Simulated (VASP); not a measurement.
Set up this calculation in VASP 6.6.1, as the native input.

```yaml
Task: single point
Functional: PBE
Potentials_or_basis: VASP PAW PBE potentials, release 64 (Hf_pv, N)
Cutoff: 520 eV
k_mesh: 4 × 4 × 4
Occupations: fermi-dirac, width 0.1 eV
Spin: no spin polarisation
Dipole_correction: no
Further_INCAR_settings: ALGO = Normal; EDIFF = 1e-06; NBANDS = 14
```

The structure of HfN (rock salt type) lies in POSCAR:

```
HfN
1.0
    0.0000000000      2.2650000000      2.2650000000
    2.2650000000      0.0000000000      2.2650000000
    2.2650000000      2.2650000000      0.0000000000
Hf N
1 1
Direct
    0.0076470234      0.0076470234      0.0076470234
    0.5000000000      0.5000000000      0.5000000000
```

One way to write it, as run:

INCAR

```
SYSTEM = HfN
PREC = Accurate
ENCUT = 520
EDIFF = 1E-6
ISMEAR = -1
SIGMA = 0.1
LREAL = .FALSE.
LASPH = .TRUE.
NELM = 100
ALGO = Normal
ISIF = 2
LWAVE = .FALSE.
LCHARG = .FALSE.
GGA = PE
NBANDS = 14
```

KPOINTS

```
Automatic mesh
0
G
  4 4 4
  0 0 0
```

Potentials or basis: VASP PAW PBE potentials, release 64 (Hf_pv, N).

Launch:

```bash
$ cat potpaw_PBE.64/Hf_pv/POTCAR potpaw_PBE.64/N/POTCAR > POTCAR
$ mpirun -np 1 vasp_std > vasp.out
```

It gave:

| Item | Value |
| --- | --- |
| Pressure | 1.5 GPa |
| Largest force | 0.679 eV/Å |

Caveat: the k points lie up to 0.60 Å⁻¹ apart.

Run time: 3.9 s on 1 thread of AMD EPYC 9R45 (Zen 5) (shared host), peak memory 0.1 GiB.
